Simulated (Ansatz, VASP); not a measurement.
# Two plane-wave programs on MgO

INCAR

```
SYSTEM = MgO
ALGO = Normal ; EDIFF = 1E-6
ENCUT = 600 ; GGA = PE
GGA_COMPAT = .FALSE. ; ISIF = 2
ISMEAR = 0 ; LASPH = .TRUE.
LCHARG = .FALSE. ; LREAL = .FALSE.
LWAVE = .FALSE. ; NBANDS = 11
NELM = 120 ; PREC = Accurate
SIGMA = 0.05
```

The input KPOINTS:

```
k-points
0
G
  10 10 10
  0 0 0
```

The input POSCAR:

```
MgO
1.0
   -0.6750667324      1.8564335140      1.8564335140
    1.8564335140     -0.6750667324      1.8564335140
    1.8564335140      1.8564335140     -0.6750667324
Mg O
1 1
Direct
    0.0000000000      0.0000000000      0.0000000000
    0.5000000000      0.5000000000      0.5000000000
```

Input for Ansatz:

```yaml
crystal:
  lattice:
    - [-0.6750667324, 1.856433514, 1.856433514]
    - [1.856433514, -0.6750667324, 1.856433514]
    - [1.856433514, 1.856433514, -0.6750667324]
  atoms:
    - { symbol: Mg, position: [0.0, 0.0, 0.0] }
    - { symbol: O, position: [0.5, 0.5, 0.5] }
basis:
  ecutwfc: 420
kpoints:
  mp_grid: { grid: [10, 10, 10] }
hamiltonian:
  xc: pbe
scf:
  occupations: { method: gaussian, width: 0.05 }
output:
  forces: true
  stress: true
  eigenvalues: true
```

Alike in both runs: task single point; functional PBE; k mesh 10 × 10 × 10; occupations gaussian, width 0.05 eV; no spin polarisation.

|  | VASP | Ansatz |
| --- | --- | --- |
| version | VASP 6.6.1 | Ansatz 0.2.0 |
| potentials or method | VASP PAW PBE potentials, release 64 (Mg, O), cutoff 600 eV | scalar-relativistic, plane waves, PAW |
| valence electrons in the cell | 8 | 16 |

|  | VASP | Ansatz | Ansatz less VASP |
| --- | --- | --- | --- |
| gap on the k mesh at the Fermi level (eV) | 2.32 | 2.34 | +0.021 |
| least direct gap on the mesh (eV) | 2.48 | 2.50 | +0.021 |
| pressure (GPa) | -4.0 | -3.1 | +0.87 |
| traceless stress, the component that is largest in VASP (GPa) | 8.71 | 8.66 | -0.046 |

VASP's potentials hold 8 valence electrons a cell and Ansatz's 16, so a difference there can come from the potentials and not from the codes.
